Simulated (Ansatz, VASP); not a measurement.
**KNbMo3 in VASP and in Ansatz**

```
CELL_PARAMETERS angstrom
4.13756 0.00000 0.00000
0.00000 4.13756 0.00000
0.00000 0.00000 6.59313
ATOMIC_POSITIONS crystal
K 0.00000 0.00000 0.89653
Nb 0.50000 0.50000 0.63168
Mo 0.50000 0.50000 0.16164
Mo 0.00000 0.50000 0.38508
Mo 0.50000 0.00000 0.38508
```

Alike in both runs: functional PBE; k mesh 10 × 10 × 6; occupations gaussian, width 0.1 eV; no spin polarisation.

Ansatz relaxed the structure, and its values are those at the end. VASP's run is a single point on that final structure, the one shown.

|  | VASP | Ansatz |
| --- | --- | --- |
| version | VASP 6.6.1 | Ansatz 0.2.0 |
| potentials or method | VASP PAW PBE potentials, release 64 (K_sv, Nb_sv, Mo_sv), cutoff 520 eV | scalar-relativistic, plane waves, PAW |
| valence electrons in the cell | 64 | 64 |

```tsv
	VASP	Ansatz	Ansatz less VASP
gap on the k mesh at the Fermi level (eV)	none	none	-
pressure (GPa)	0.2	0.0	-0.19
rms of the force components (eV/Å)	0.016	0.002	-0.0136
```

A gap of «none» marks a metal or a gap that the smearing closes.
